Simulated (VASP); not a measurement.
Input of a VASP 6.6.1 run:

Contents of INCAR:

```
  PREC = Accurate
  ENCUT = 520
  EDIFF = 1E-6
  ISMEAR = -1
  SIGMA = 0.05
  LREAL = False
  LASPH = True
  NELM = 60
  ALGO = Normal
  ISIF = 2
  LWAVE = False
  LCHARG = False
  GGA = PE
  NBANDS = 20
```

File KPOINTS:

```
regular mesh
0
Gamma
  8 8 8
```

File POSCAR:

```
SnO2
1.0
    1.6169083550      0.9335224740      4.9069902741
   -1.6169083550      0.9335224740      4.9069902741
    0.0000000000     -1.8670449480      4.9069902741
Sn O
1 2
Direct
    0.5000000000      0.5000000000      0.5000000000
    0.7649587184      0.7649587184      0.7649587184
    0.2350412816      0.2350412816      0.2350412816
```

Potentials or basis: VASP PAW PBE potentials, release 64 (Sn_d, O).

Run with:

```console
$ cat potpaw_PBE.64/Sn_d/POTCAR potpaw_PBE.64/O/POTCAR > POTCAR
$ mpirun -np 1 vasp_std > vasp.out
```

Task: What does it give for the band gap on the k mesh?

Result: 2.00 eV (least direct gap 2.17 eV).

Task: What does it give for the pressure?

Result: 0.6 GPa.

Forces in eV/Å, atoms in the order of the input:
```
Sn   0.000  0.000  0.000
O    0.000  0.000 -0.053
O    0.000  0.000  0.053
```

Caveat: spin-orbit coupling is left out, which moves the levels of the heavy elements. A k mesh can miss the band edges.
